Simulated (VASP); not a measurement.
## KHgF3: single point with LDA

Crystal: KHgF3.

```xyz
5
Lattice="3.2020 -3.2081 0.0000 3.2020 3.2081 0.0000 0.0000 0.0000 4.5244" Properties=species:S:1:pos:R:3 pbc="T T T"
K     0.0000    0.0000    2.2622
Hg    3.2020    0.0000    0.0000
F     1.6010    1.6040    0.0000
F     1.6010   -1.6040    0.0000
F     3.2020    0.0000    2.2622
```

| Item | Value |
| --- | --- |
| Program | VASP 6.6.1 |
| Task | single point |
| Functional | LDA |
| Potentials or basis | VASP PAW LDA potentials, release 64 (K_sv, Hg, F) |
| Cutoff | 520 eV |
| k mesh | 8 × 8 × 8 |
| Occupations | gaussian, width 0.03 eV |
| Spin | no spin polarisation |
| Dipole correction | no |
| Further INCAR settings | ALGO = Fast; EDIFF = 1e-06; NBANDS = 29 |

The pressure is -3.2 GPa. The band gap on the k mesh is 0.32 eV (least direct gap 2.89 eV).

Stress tensor (GPa, compression positive):
```
-3.25  0.00  0.00
 0.00 -3.27  0.00
 0.00  0.00 -3.15
```

Levels at points of the mesh, in eV from the valence-band top:
```csv
k point,band 18,band 19,band 20,band 21,band 22,band 23,band 24,band 25
"(0.00, 0.00, 0.00)",-2.58,-2.58,-2.57,-2.57,0.32,6.21,7.15,7.15
"(0.50, 0.00, 0.00)",-2.61,-2.15,-2.13,-2.13,3.00,5.42,7.79,8.61
"(0.50, 0.50, 0.00)",-2.21,-2.16,-2.16,-0.01,4.30,6.98,6.98,7.41
"(0.00, 0.00, 0.50)",-2.61,-2.15,-2.13,-2.13,3.02,5.43,7.79,8.61
"(0.50, 0.00, 0.50)",-2.21,-2.16,-2.16,0.00,4.31,6.98,6.99,7.42
"(0.50, 0.50, 0.50)",-2.13,-2.13,-0.01,0.00,5.59,6.37,6.37,6.38
```

Wall time 6 min on 1 thread of Intel(R) Xeon(R) Platinum 8259CL CPU @ 2.50GHz (Skylake/Cascade Lake) (shared host), peak memory 0.37 GiB.

Caveat: the cell stands under tension; spin-orbit coupling is left out, which moves the levels of the heavy elements. A k mesh can miss the band edges.
